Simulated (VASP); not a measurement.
La3InB: single point with r2SCAN

Crystal: La3InB.

```xyz
5
Lattice="5.3289 0.0000 0.0000 0.0000 5.3289 0.0000 0.0000 0.0000 5.3289" Properties=species:S:1:pos:R:3 pbc="T T T"
La    2.6645    0.0000    2.6645
La    0.0000    2.6645    2.6645
La    2.6645    2.6645    0.0000
In    0.0000    0.0000    0.0000
B     2.6645    2.6645    2.6645
```

```yaml
Program: VASP 6.6.1
Task: single point
Functional: r2SCAN
Potentials_or_basis: VASP PAW PBE potentials, release 64 (La, In_d, B)
Cutoff: 520 eV
k_mesh: 4 × 4 × 4, shifted
Occupations: fermi-dirac, width 0.2 eV
Spin: no spin polarisation
```

- Pressure: 0.8 GPa

Levels at points of the mesh, in eV from the Fermi level:
```tsv
k point	band 23	band 24	band 25	band 26	band 27	band 28
(0.12, 0.12, 0.12)	-0.19	-0.19	0.19	0.42	0.42	1.11
```

It took 2.8 min on 1 thread of AMD EPYC 7R43 64-Core Processor (Zen 3) (shared host), peak memory 0.23 GiB.

Caveat: the PAW data sets were made with another functional, which shifts forces and pressure a little; spin-orbit coupling is left out, which moves the levels of the heavy elements.
